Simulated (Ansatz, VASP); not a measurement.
Two plane-wave programs on SnO

```
CELL_PARAMETERS angstrom
2.50000 -2.86000 0.00000
2.50000 2.86000 0.00000
0.00000 0.00000 11.12000
ATOMIC_POSITIONS crystal
Sn 0.00006 0.99994 0.98582
Sn 0.99994 0.00006 0.48582
Sn 0.49968 0.50032 0.27117
Sn 0.50032 0.49968 0.77117
O 0.99981 0.50000 0.37851
O 0.00019 0.50000 0.87851
O 0.50000 0.00019 0.37851
O 0.50000 0.99981 0.87851
```

Alike in both runs: task electric field gradients; functional PBEsol; k mesh 8 × 8 × 3; occupations fermi-dirac, width 0.02 eV; no spin polarisation.

|  | VASP | Ansatz |
| --- | --- | --- |
| version | VASP 6.6.1 | Ansatz 0.2.0 |
| potentials or method | VASP PAW PBE potentials, release 64 (Sn_d, O) | plane-wave PAW, scalar-relativistic |
| plane-wave cutoff (eV) | 520 | 420 |
| valence electrons in the cell | 80 | 80 |

```csv
,VASP,Ansatz,Ansatz less VASP
pressure (GPa),-1.2,-1.4,-0.19
"traceless stress, the component that is largest in VASP (GPa)",10.60,10.65,+0.048
rms of the force components (eV/Å),0.103,0.135,+0.0330
size of Vzz on the site where it differs most (V/Å²),168.7,171.4,+2.68
```

VASP's potentials were made for PBE, not for PBEsol, and Ansatz warns of the same on its side. Atom by atom the forces differ by 0.033 eV/Å (rms over components).
